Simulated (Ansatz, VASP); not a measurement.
One calculation of Ta3N, two programs

File INCAR:

```
SYSTEM = Ta3N
ALGO = Normal ; EDIFF = 1E-6
ENCUT = 520 ; GGA = PE
ISIF = 2 ; ISMEAR = -1
LASPH = .True. ; LCHARG = .False.
LDAU = .True. ; LDAUJ = 0 0
LDAUL = 2 -1 ; LDAUPRINT = 1
LDAUTYPE = 2 ; LDAUU = 6 0
LMAXMIX = 4 ; LREAL = .False.
LWAVE = .False. ; NBANDS = 27
NELM = 150 ; PREC = Accurate
SIGMA = 0.05
```

The input KPOINTS:

```
k-points
0
Gamma
  10 10 4
  0 0 0
```

The input POSCAR:

```
Ta3N
1.0
    3.0322239879      0.0000000000      0.0000000000
   -1.5161119940      2.6259830035      0.0000000000
    0.0000000000      0.0000000000      7.5241370000
Ta N
3 1
Direct
    0.6666666667      0.3333333333      0.8260700000
    0.3333333333      0.6666666667      0.1739300000
    0.0000000000      0.0000000000      0.5000000000
    0.0000000000      0.0000000000      0.0000000000
```

File input.yaml:

```yaml
crystal:
  lattice:
    - [3.0322239879, 0.0, 0.0]
    - [-1.516111994, 2.6259830035, 0.0]
    - [0.0, 0.0, 7.524137]
  atoms:
    - { symbol: Ta, position: [0.6666666667, 0.3333333333, 0.82607] }
    - { symbol: Ta, position: [0.3333333333, 0.6666666667, 0.17393] }
    - { symbol: Ta, position: [0.0, 0.0, 0.5] }
    - { symbol: "N", position: [0.0, 0.0, 0.0] }
hamiltonian:
  xc: pbe
  pseudopotentials: { kind: paw }
  hubbard: { sites: [{ species: Ta, l: d, u_eff: 6.0 }] }
kpoints:
  mp_grid: { grid: [10, 10, 4] }
scf:
  occupations: { method: fermi_dirac, width: 0.05 }
  n_extra_bands: 10
output:
  forces: true
  stress: true
  eigenvalues: true
  dos: { projected: true, de: 0.05, nscf_kmesh: { grid: [15, 15, 6] } }
  write_density: true
  write_potential: true
  elf: true
  volumetric_format: npy
```

Alike in both runs: functional PBE; k mesh 10 × 10 × 4; occupations fermi-dirac, width 0.05 eV; no spin polarisation; Hubbard terms Ta d U = 6.0 eV.

|  | VASP | Ansatz |
| --- | --- | --- |
| version | VASP 6.6.1 | Ansatz 0.2.0 |
| potentials or method | VASP PAW PBE potentials, release 64 (Ta_pv, N) | Ansatz PAW |
| plane-wave cutoff (eV) | 520 | 420 |
| valence electrons in the cell | 38 | 44 |
| task | single point | projected density of states |

```csv
,VASP,Ansatz,Ansatz less VASP
gap on the k mesh at the Fermi level (eV),none,none,-
pressure (GPa),18.5,5.7,-12.75
"traceless stress, the component that is largest in VASP (GPa)",2.16,3.91,+1.754
rms of the force components (eV/Å),0.230,0.027,-0.2032
```

The programs project onto different local orbitals, so the same U acts differently, and such runs can settle in different states. Atom by atom the forces differ by 0.256 eV/Å (rms over components). A gap of «none» marks a metal or a gap that the smearing closes. VASP's potentials hold 38 valence electrons a cell and Ansatz's 44, so a difference there can come from the potentials and not from the codes.

Neither program's run includes spin-orbit coupling.
